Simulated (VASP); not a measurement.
Input of a VASP 6.6.1 run:

The input INCAR:

```
SYSTEM = Zr
PREC = Accurate
ENCUT = 520
EDIFF = 1E-6
ISMEAR = -1
SIGMA = 0.03
LREAL = .False.
LASPH = .True.
NELM = 60
ALGO = Normal
ISIF = 2
LWAVE = .False.
LCHARG = .False.
GGA = PE
NBANDS = 19
```

KPOINTS

```
Automatic mesh
0
Gamma
  13 13 7
  0 0 0
```

Contents of POSCAR:

```
Zr
1.0
    3.3289581692      0.0000000000      0.0000000000
   -1.6644790845      2.8829623426      0.0000000000
    0.0000000000      0.0000000000      5.1470000000
Zr
2
Direct
    0.3333333333      0.6666666667      0.2500000000
    0.6666666667      0.3333333333      0.7500000000
```

Potentials or basis: VASP PAW PBE potentials, release 64 (Zr_sv).

The run is started by

```console
$ cat potpaw_PBE.64/Zr_sv/POTCAR > POTCAR
$ mpirun -np 1 vasp_std > vasp.out
```

**Question.** What does it give for the pressure?

**Answer.** -4.5 GPa.

**Question.** What does it give for the band gap on the k mesh?

**Answer.** Zero (bands 12 and 13 overlap by 1.13 eV).

Stress tensor (GPa, compression positive):
```
-5.42  0.00  0.00
 0.00 -5.42  0.00
 0.00  0.00 -2.65
```

Caveat: the cell differs from its parent crystal (x and y stretched by +3 %, z held); the cell stands under tension.
